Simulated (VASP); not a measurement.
Write the native input for VASP 6.6.1 that does the following.

* Task: single point
* Functional: PBE
* Potentials or basis: VASP PAW PBE potentials, release 64 (Ti_sv, Al)
* Cutoff: 520 eV
* k mesh: 10 × 10 × 10
* Occupations: gaussian, width 0.15 eV
* Spin: no spin polarisation
* Dipole correction: no
* Further INCAR settings: ALGO = Fast; EDIFF = 1e-07; NBANDS = 14

The structure of TiAl lies in POSCAR:

```
TiAl
1.0
    3.2363571368     -0.0313738462     -0.0024358282
   -0.0313738462      3.2015827107      0.0097464708
   -0.0024358282      0.0097464708      3.1790279506
Ti Al
1 1
Direct
    0.0000399277     -0.0000115734     -0.0000111754
    0.4999600723      0.5000115734      0.5000111754
```

The input as run:

INCAR

```
SYSTEM = TiAl
PREC = Accurate
ENCUT = 520
EDIFF = 1E-7
ISMEAR = 0
SIGMA = 0.15
LREAL = .FALSE.
LASPH = .TRUE.
NELM = 100
ALGO = Fast
ISIF = 2
LWAVE = .FALSE.
LCHARG = .TRUE.
GGA = PE
LELF = .TRUE.
LVHAR = .TRUE.
NBANDS = 14
```

KPOINTS

```
regular mesh
0
G
  10 10 10
  0 0 0
```

Potentials or basis: VASP PAW PBE potentials, release 64 (Ti_sv, Al).

Launch:

```console
$ cat potpaw_PBE.64/Ti_sv/POTCAR potpaw_PBE.64/Al/POTCAR > POTCAR
$ mpirun -np 1 vasp_std > vasp.out
```

It gave:

| Quantity | Value |
| --- | --- |
| Pressure | -1.9 GPa |
| Band gap on the k mesh | zero (an odd number of electrons rules out a gap without spin polarisation) |

Wall time 3.9 min on 1 thread of AMD EPYC 9R45 96-Core Processor (Zen 5) (shared host), peak memory 0.31 GiB.
